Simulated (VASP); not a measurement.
# SnO2 (Fm-3m) in VASP: notebook

SnO2 is run at these levels: PBE; tasks: single point.

Everything below comes from runs of VASP 6.6.1. Logs are shortened: lines on timing, memory, paths and dates and some standing lists are left out, and cuts for length are marked.

### 1 The cell of the first run

The structure is cubic, space group Fm-3m (No. 225). The conventional cell has a = 5.039 Å, b = 5.039 Å, c = 5.039 Å, α = 90.00°, β = 90.00°, γ = 90.00°. Sn (site symmetry m-3m) has 8 O at 2.18 Å within 2.9 Å. Within 2.9 Å of O (site symmetry -43m) lie 4 Sn at 2.18 Å and 6 O at 2.52 Å.

### 2 Single point, PBE (volume changed by -6%)

File INCAR:

```
SYSTEM = SnO2
PREC = Accurate
ENCUT = 520
EDIFF = 1E-7
ISMEAR = 0
SIGMA = 0.01
LREAL = .False.
LASPH = .True.
NELM = 80
ALGO = Normal
ISIF = 2
LWAVE = .False.
LCHARG = .False.
GGA = PE
NBANDS = 20
```

File KPOINTS:

```
regular mesh
0
Gamma
  8 8 8
  0 0 0
```

File POSCAR:

```
SnO2
1.0
    0.0000000000      2.5195419722      2.5195419722
    2.5195419722      0.0000000000      2.5195419722
    2.5195419722      2.5195419722      0.0000000000
Sn O
1 2
Direct
    0.0000000000      0.0000000000      0.0000000000
    0.2500000000      0.2500000000      0.2500000000
    0.7500000000      0.7500000000      0.7500000000
```

Potentials or basis: VASP PAW PBE potentials, release 64 (Sn_d, O).

Launch:

```
> cat potpaw_PBE.64/Sn_d/POTCAR potpaw_PBE.64/O/POTCAR > POTCAR
> mpirun -np 1 vasp_std > vasp.out
```

OUTCAR:

```text
SYSTEM = SnO2
   PREC = Accurate
   ENCUT = 520
   EDIFF = 1E-7
   ISMEAR = 0
   LREAL = .False.
   LASPH = .True.
   NELM = 80
   ISIF = 2
   GGA = PE

 ion  position               nearest neighbor table
   1  0.000  0.000  0.000-   3 2.18   3 2.18   3 2.18   2 2.18   3 2.18   2 2.18   2 2.18   2 2.18

   2  0.250  0.250  0.250-   1 2.18   1 2.18   1 2.18   1 2.18
   3  0.750  0.750  0.750-   1 2.18   1 2.18   1 2.18   1 2.18

  LATTYP: Found a face centered cubic cell.
 ALAT       =     5.0390839444

  Lattice vectors:

 A1 = (   0.0000000000,   2.5195419722,   2.5195419722)
 A2 = (   2.5195419722,   0.0000000000,   2.5195419722)
 A3 = (   2.5195419722,   2.5195419722,   0.0000000000)

Analysis of symmetry for initial positions (statically):
=====================================================================
 Subroutine PRICEL returns:
 Original cell was already a primitive cell.

 Routine SETGRP: Setting up the symmetry group for a
 face centered cubic supercell.

 Subroutine GETGRP returns: Found 48 space group operations
 (whereof 48 operations were pure point group operations)
 out of a pool of 48 trial point group operations.

The static configuration has the point symmetry O_h .

Analysis of symmetry for dynamics (positions and initial velocities):
=====================================================================
 Subroutine PRICEL returns:
 Original cell was already a primitive cell.

 Routine SETGRP: Setting up the symmetry group for a
 face centered cubic supercell.

 Subroutine GETGRP returns: Found 48 space group operations
 (whereof 48 operations were pure point group operations)
 out of a pool of 48 trial point group operations.

The dynamic configuration has the point symmetry O_h .

 Subroutine INISYM returns: Found 48 space group operations
 (whereof 48 operations are pure point group operations),
 and found     1 'primitive' translations

----------------------------------------------------------------------------------------

                                     Primitive cell

  volume of cell :      31.9886

  direct lattice vectors                    reciprocal lattice vectors
     0.000000000  2.519541972  2.519541972    -0.198448768  0.198448768  0.198448768
     2.519541972  0.000000000  2.519541972     0.198448768 -0.198448768  0.198448768
     2.519541972  2.519541972  0.000000000     0.198448768  0.198448768 -0.198448768

  length of vectors
     3.563170428  3.563170428  3.563170428     0.343723349  0.343723349  0.343723349

[... 77 lines left out ...]
   LNONCOLLINEAR =      F non collinear calculations
   LSORBIT =      F    spin-orbit coupling
   LASPH  =      T    aspherical Exc in radial PAW
   ENCUT  =  520.0 eV  38.22 Ry    6.18 a.u.   6.63  6.63  6.63*2*pi/ulx,y,z
   NELM   =     80;   NELMIN=  2; NELMDL= -5     # of ELM steps
   EDIFF  = 0.1E-06   stopping-criterion for ELM
   LREAL  =      F    real-space projection
   EDIFFG = 0.1E-05   stopping-criterion for IOM
   NSW    =      0    number of steps for IOM
   IBRION =     -1    ionic relax: 0-MD 1-quasi-New 2-CG
   NFREE  =      0    steps in history (QN), initial steepest desc. (CG)
   ISIF   =      2    stress and relaxation
   ISYM   =      2    0-nonsym 1-usesym 2-fastsym
   POTIM  = 0.5000    time-step for ionic-motion
   TEBEG  =    0.0;   TEEND  =   0.0 temperature during run
   PSTRESS=    0.0 pullay stress
   NELECT =      26.0000    total number of electrons
   NUPDOWN=      -1.0000    fix difference up-down
   EMIN   =  10.00;   EMAX   =-10.00  energy-range for DOS
   EFERMI =   0.00;   METHOD = LEGACY
   ISMEAR =     0;   SIGMA  =   0.01  broadening in eV -4-tet -1-fermi 0-gaus
   EFERMI_NEDOS =   21; number of points for ismear=-14 and -15
   IALGO  =     38    algorithm
   IMIX   =      4    mixing-type and parameters
     AMIX     =   0.40;   BMIX     =  1.00
     AMIX_MAG =   1.60;   BMIX_MAG =  1.00
  volume/ion in A,a.u.               =      10.66        71.96
  Fermi-wavevector in a.u.,A,eV,Ry     =   1.527804  2.887131 31.758522  2.334186
  Thomas-Fermi vector in A             =   2.635650
   LORBIT       =      0    0 simple, 1 ext, 2 COOP (PROOUT), +10 PAW based schemes
   GGA     = PE    functional components
   LHFCALC =     F    Hartree Fock is set to
   AEXX    =    0.0000 exact exchange contribution
   IVDW    =     0    specifies the selected vdW correction
   LEPSILON=     F    determine dielectric tensor
   LRPA    =     F    only Hartree local field effects (RPA)
 non-spin polarized calculation
 Gauss-broadening in eV      SIGMA  =   0.01
  energy-cutoff  :      520.00
  volume of cell :       31.99
 maximum number of plane-waves:       881
 NGX is ok and might be reduce to    28
   NGX = 13   NGY = 13   NGZ = 13

 number of electron      25.9999997 magnetization

 Free energy of the ion-electron system (eV)
  ---------------------------------------------------
  ext. energy  EPLUGINS =         0.00000000
  ---------------------------------------------------
  free energy    TOTEN  =       -17.82605653 eV

  energy without entropy =      -17.82605653  energy(sigma->0) =      -17.82605653

 E-fermi :   8.4045     XC(G=0): -12.0146

 val. band max:        8.2853104580   @ k =  -0.2500   0.5000   0.2500
 cond. band min:       8.7306445961   @ k =   0.0000   0.0000   0.0000
 fundamental gap:      0.4453341381
 Fermi energy:         8.4045129476

 k-point     1 :       0.0000    0.0000    0.0000
  band No.  band energies     occupation
      1     -12.2827      2.00000
      2     -12.2827      2.00000
      3     -12.2827      2.00000
      4     -12.1112      2.00000
      5     -12.1112      2.00000
      6     -11.6080      2.00000
[... 541 lines left out ...]
     19      24.3144      0.00000
     20      27.8968      0.00000

 [... further k-points ...]
[... 5 lines left out ...]
  --------------------------------------------------------------------------------------
  -------------------------------------------------------------------------------------
  Total        2.8051855      2.8051855      2.8051855     -0.0000000     -0.0000000      0.0000000
  in kB      140.5003399    140.5003399    140.5003399     -0.0000000     -0.0000000      0.0000000
  external PRESSURE =     140.5003399 kB  Pullay stress =       0.0000000 kB

 VOLUME and BASIS-vectors are now :
 -----------------------------------------------------------------------------
  energy-cutoff  :      520.00
  volume of cell :       31.99
      direct lattice vectors                 reciprocal lattice vectors
     0.000000000  2.519541972  2.519541972    -0.198448768  0.198448768  0.198448768
     2.519541972  0.000000000  2.519541972     0.198448768 -0.198448768  0.198448768
     2.519541972  2.519541972  0.000000000     0.198448768  0.198448768 -0.198448768

 POSITION                                       TOTAL-FORCE (eV/Angst)
 -----------------------------------------------------------------------------------
      0.00000      0.00000      0.00000         0.000000     -0.000000     -0.000000
      1.25977      1.25977      1.25977         0.000000      0.000000      0.000000
      3.77931      3.77931      3.77931        -0.000000     -0.000000     -0.000000
 -----------------------------------------------------------------------------------
    total drift:                                0.000000     -0.000000      0.000000

  FREE ENERGIE OF THE ION-ELECTRON SYSTEM (eV)
  ---------------------------------------------------
  free  energy   TOTEN  =       -17.8260565344 eV

  energy  without entropy=      -17.8260565344  energy(sigma->0) =      -17.82605653
```

stdout:

```text
POSCAR found type information on POSCAR SnO
 POSCAR found :  2 types and       3 ions
 scaLAPACK will be used
 LDA part: xc-table for (Slater+PW92), standard interpolation
 POSCAR, INCAR and KPOINTS ok, starting setup
 FFT: planning ... GRIDC
 FFT: planning ... GRID_SOFT
 FFT: planning ... GRID
 WAVECAR not read
 entering main loop
```

Run time: 8.8 s. Hardware: 1 thread of Intel Xeon 6975P-C (Granite Rapids), shared host; peak memory 0.16 GiB.

What came out:

- Free energy: -17.8261 eV
- Pressure: 14.1 GPa
- Band gap on the k mesh: 0.45 eV, indirect (least direct gap 1.88 eV)

Levels at points of the mesh, in eV from the valence-band top:
| k point | band 9 | band 10 | band 11 | band 12 | band 13 | band 14 | band 15 | band 16 | band 17 | band 18 |
| --- | --- | --- | --- | --- | --- | --- | --- | --- | --- | --- |
| (0.00, 0.00, 0.00) | -2.99 | -2.99 | -1.44 | -1.44 | -1.44 | 0.45 | 7.18 | 7.18 | 7.18 | 13.63 |
| (0.50, 0.00, 0.00) | -4.00 | -3.50 | -3.50 | -2.18 | -2.18 | 5.07 | 8.12 | 10.61 | 10.61 | 15.52 |
| (0.50, 0.50, 0.00) | -5.68 | -5.68 | -0.20 | -0.20 | -0.14 | 3.38 | 7.41 | 10.02 | 12.51 | 12.51 |

Caveat: the cell differs from its parent crystal (volume changed by -6%); spin-orbit coupling is left out, which moves the levels of the heavy elements. A k mesh can miss the band edges.

### 3 Single point, PBE

This run uses another cell than the first one, of 10.84 Å³/atom, 1.017 times its volume.

File INCAR:

```
  PREC = Accurate
  ENCUT = 520
  EDIFF = 1E-7
  ISMEAR = 0
  SIGMA = 0.01
  LREAL = False
  LASPH = True
  NELM = 80
  ALGO = Normal
  ISIF = 2
  LWAVE = False
  LCHARG = False
  GGA = PE
  NBANDS = 20
```

File KPOINTS:

```
regular mesh
0
Gamma
  8 8 8
```

File POSCAR:

```
SnO2
1.0
    0.0000000000      2.5334669703      2.5334669703
    2.5334669703      0.0000000000      2.5334669703
    2.5334669703      2.5334669703      0.0000000000
Sn O
1 2
Direct
    0.0000000000      0.0000000000      0.0000000000
    0.2500000000      0.2500000000      0.2500000000
    0.7500000000      0.7500000000      0.7500000000
```

Potentials or basis: VASP PAW PBE potentials, release 64 (Sn_d, O).

Launch:

```
> cat potpaw_PBE.64/Sn_d/POTCAR potpaw_PBE.64/O/POTCAR > POTCAR
> mpirun -np 1 vasp_std > vasp.out
```

OUTCAR:

```text
PREC = Accurate
   ENCUT = 520
   EDIFF = 1E-7
   ISMEAR = 0
   LREAL = False
   LASPH = True
   NELM = 80
   ISIF = 2
   GGA = PE

 ion  position               nearest neighbor table
   1  0.000  0.000  0.000-   3 2.19   3 2.19   3 2.19   2 2.19   3 2.19   2 2.19   2 2.19   2 2.19

   2  0.250  0.250  0.250-   1 2.19   1 2.19   1 2.19   1 2.19
   3  0.750  0.750  0.750-   1 2.19   1 2.19   1 2.19   1 2.19

  LATTYP: Found a face centered cubic cell.
 ALAT       =     5.0669339406

  Lattice vectors:

 A1 = (   0.0000000000,   2.5334669703,   2.5334669703)
 A2 = (   2.5334669703,   0.0000000000,   2.5334669703)
 A3 = (   2.5334669703,   2.5334669703,   0.0000000000)

Analysis of symmetry for initial positions (statically):
=====================================================================
 Subroutine PRICEL returns:
 Original cell was already a primitive cell.

 Routine SETGRP: Setting up the symmetry group for a
 face centered cubic supercell.

 Subroutine GETGRP returns: Found 48 space group operations
 (whereof 48 operations were pure point group operations)
 out of a pool of 48 trial point group operations.

The static configuration has the point symmetry O_h .

Analysis of symmetry for dynamics (positions and initial velocities):
=====================================================================
 Subroutine PRICEL returns:
 Original cell was already a primitive cell.

 Routine SETGRP: Setting up the symmetry group for a
 face centered cubic supercell.

 Subroutine GETGRP returns: Found 48 space group operations
 (whereof 48 operations were pure point group operations)
 out of a pool of 48 trial point group operations.

The dynamic configuration has the point symmetry O_h .

 Subroutine INISYM returns: Found 48 space group operations
 (whereof 48 operations are pure point group operations),
[... 107 lines left out ...]
   TEBEG  =    0.0;   TEEND  =   0.0 temperature during run
   PSTRESS=    0.0 pullay stress
   NELECT =      26.0000    total number of electrons
   NUPDOWN=      -1.0000    fix difference up-down
   EMIN   =  10.00;   EMAX   =-10.00  energy-range for DOS
   EFERMI =   0.00;   METHOD = LEGACY
   ISMEAR =     0;   SIGMA  =   0.01  broadening in eV -4-tet -1-fermi 0-gaus
   EFERMI_NEDOS =   21; number of points for ismear=-14 and -15
   IALGO  =     38    algorithm
   IMIX   =      4    mixing-type and parameters
     AMIX     =   0.40;   BMIX     =  1.00
     AMIX_MAG =   1.60;   BMIX_MAG =  1.00
  volume/ion in A,a.u.               =      10.84        73.16
  Fermi-wavevector in a.u.,A,eV,Ry     =   1.519407  2.871262 31.410365  2.308597
  Thomas-Fermi vector in A             =   2.628397
   LORBIT       =      0    0 simple, 1 ext, 2 COOP (PROOUT), +10 PAW based schemes
   GGA     = PE    functional components
   LHFCALC =     F    Hartree Fock is set to
   AEXX    =    0.0000 exact exchange contribution
   IVDW    =     0    specifies the selected vdW correction
   LEPSILON=     F    determine dielectric tensor
   LRPA    =     F    only Hartree local field effects (RPA)
 non-spin polarized calculation
 Gauss-broadening in eV      SIGMA  =   0.01
  energy-cutoff  :      520.00
  volume of cell :       32.52
 maximum number of plane-waves:       893
   NGX = 13   NGY = 13   NGZ = 13

 number of electron      25.9999988 magnetization

 Free energy of the ion-electron system (eV)
  ---------------------------------------------------
  ext. energy  EPLUGINS =         0.00000000
  ---------------------------------------------------
  free energy    TOTEN  =       -17.86690827 eV

  energy without entropy =      -17.86690827  energy(sigma->0) =      -17.86690827

 E-fermi :   8.0900     XC(G=0): -11.9233

 val. band max:        8.0395311336   @ k =  -0.2500   0.5000   0.2500
 cond. band min:       8.3179011085   @ k =   0.0000   0.0000   0.0000
 fundamental gap:      0.2783699748
 Fermi energy:         8.0900411694

 k-point     1 :       0.0000    0.0000    0.0000
  band No.  band energies     occupation
      1     -12.5270      2.00000
      2     -12.5270      2.00000
      3     -12.5270      2.00000
      4     -12.3690      2.00000
      5     -12.3690      2.00000
      6     -11.6959      2.00000
[... 541 lines left out ...]
     19      23.9614      0.00000
     20      27.5573      0.00000

 [... further k-points ...]
[... 5 lines left out ...]
  --------------------------------------------------------------------------------------
  -------------------------------------------------------------------------------------
  Total        2.0279953      2.0279953      2.0279953      0.0000000     -0.0000000      0.0000000
  in kB       99.9083496     99.9083496     99.9083496      0.0000000     -0.0000000      0.0000000
  external PRESSURE =      99.9083496 kB  Pullay stress =       0.0000000 kB

 VOLUME and BASIS-vectors are now :
 -----------------------------------------------------------------------------
  energy-cutoff  :      520.00
  volume of cell :       32.52
      direct lattice vectors                 reciprocal lattice vectors
     0.000000000  2.533466970  2.533466970    -0.197358010  0.197358010  0.197358010
     2.533466970  0.000000000  2.533466970     0.197358010 -0.197358010  0.197358010
     2.533466970  2.533466970  0.000000000     0.197358010  0.197358010 -0.197358010

 POSITION                                       TOTAL-FORCE (eV/Angst)
 -----------------------------------------------------------------------------------
      0.00000      0.00000      0.00000         0.000000      0.000000      0.000000
      1.26673      1.26673      1.26673         0.000000      0.000000     -0.000000
      3.80020      3.80020      3.80020        -0.000000     -0.000000      0.000000
 -----------------------------------------------------------------------------------
    total drift:                                0.000000     -0.000000      0.000000

  FREE ENERGIE OF THE ION-ELECTRON SYSTEM (eV)
  ---------------------------------------------------
  free  energy   TOTEN  =       -17.8669082700 eV

  energy  without entropy=      -17.8669082700  energy(sigma->0) =      -17.86690827
```

OSZICAR:

```text
N       E                     dE             d eps       ncg     rms          rms(c)
DAV:   1     0.252147962105E+03    0.25215E+03   -0.13569E+04  1212   0.205E+03
DAV:   2     0.450705074195E+01   -0.24764E+03   -0.23496E+03  1264   0.506E+02
DAV:   3    -0.203868805837E+02   -0.24894E+02   -0.24626E+02  1348   0.135E+02
DAV:   4    -0.210577837656E+02   -0.67090E+00   -0.67031E+00  1300   0.232E+01
DAV:   5    -0.210723326448E+02   -0.14549E-01   -0.14547E-01  1432   0.354E+00    0.110E+01
DAV:   6    -0.178559225943E+02    0.32164E+01   -0.10995E+01  1756   0.568E+01    0.392E+00
DAV:   7    -0.178814452754E+02   -0.25523E-01   -0.67561E-01  1244   0.589E+00    0.196E+00
DAV:   8    -0.178682521501E+02    0.13193E-01   -0.64103E-02  1292   0.256E+00    0.363E-01
DAV:   9    -0.178663862434E+02    0.18659E-02   -0.10869E-02  1708   0.164E+00    0.828E-02
DAV:  10    -0.178669026961E+02   -0.51645E-03   -0.13296E-03  1248   0.368E-01    0.196E-02
DAV:  11    -0.178669072248E+02   -0.45287E-05   -0.43073E-05  1576   0.955E-02    0.137E-02
DAV:  12    -0.178669082679E+02   -0.10432E-05   -0.60624E-06  1260   0.200E-02    0.383E-03
DAV:  13    -0.178669082083E+02    0.59598E-07   -0.10846E-06  1308   0.122E-02    0.111E-03
DAV:  14    -0.178669082700E+02   -0.61655E-07   -0.62289E-08  1080   0.331E-03
   1 F= -.17866908E+02 E0= -.17866908E+02  d E =-.549932E-15
```

It took 9.6 s on 1 thread of Intel Xeon 6975P-C (Granite Rapids), shared host; peak memory 0.16 GiB.

Results:

```yaml
Free_energy: -17.8669 eV
Pressure: 10.0 GPa
Band_gap_on_the_k_mesh: 0.28 eV, indirect (least direct gap 1.68 eV)
```

Caveat: spin-orbit coupling is left out, which moves the levels of the heavy elements.
